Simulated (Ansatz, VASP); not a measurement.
One calculation of Hg, two programs

The input INCAR:

```
PREC = Accurate
ENCUT = 520
EDIFF = 1E-7
ISMEAR = -5
SIGMA = 0.1
LREAL = False
LASPH = True
NELM = 100
ALGO = Normal
ISIF = 2
LWAVE = False
LCHARG = False
GGA = PE
NBANDS = 12
```

Contents of KPOINTS:

```
Automatic mesh
0
Gamma
  8 8 8
```

Contents of POSCAR:

```
Hg
1.0
    0.0000000000      2.3919113801      2.3919113801
    2.3919113801      0.0000000000      2.3919113801
    2.3919113801      2.3919113801      0.0000000000
Hg
1
Direct
    0.0000000000      0.0000000000      0.0000000000
```

Input for Ansatz:

```yaml
crystal:
  lattice:
    - [0.0, 2.3919113801, 2.3919113801]
    - [2.3919113801, 0.0, 2.3919113801]
    - [2.3919113801, 2.3919113801, 0.0]
  atoms:
    - { symbol: Hg, position: [0.0, 0.0, 0.0] }
basis:
  ecutwfc: 420
kpoints:
  mp_grid: { grid: [8, 8, 8] }
hamiltonian:
  xc: pbe
scf:
  occupations: { method: tetrahedron }
  max_iter: 53
output:
  forces: true
  stress: true
  eigenvalues: true
```

Alike in both runs: task single point; functional PBE; k mesh 8 × 8 × 8; occupations tetrahedron; no spin polarisation.

|  | VASP | Ansatz |
| --- | --- | --- |
| version | VASP 6.6.1 | Ansatz 0.2.0 |
| potentials or method | VASP PAW PBE potentials, release 64 (Hg), cutoff 520 eV | scalar-relativistic, plane waves, PAW |
| valence electrons in the cell | 12 | 20 |

Ansatz gave:

- gap on the k mesh at the Fermi level (eV): none
- pressure (GPa): 2.1

Problem. Estimate VASP's values.

Solution. gap on the k mesh at the Fermi level (eV): none; pressure (GPa): 2.2.

A gap of «none» marks a metal or a gap that the smearing closes. VASP's potentials hold 12 valence electrons a cell and Ansatz's 20, so a difference there can come from the potentials and not from the codes. Ansatz's warnings: band table not solved further, tetrahedron derivatives may miss energy slope.

Neither program's run includes spin-orbit coupling.
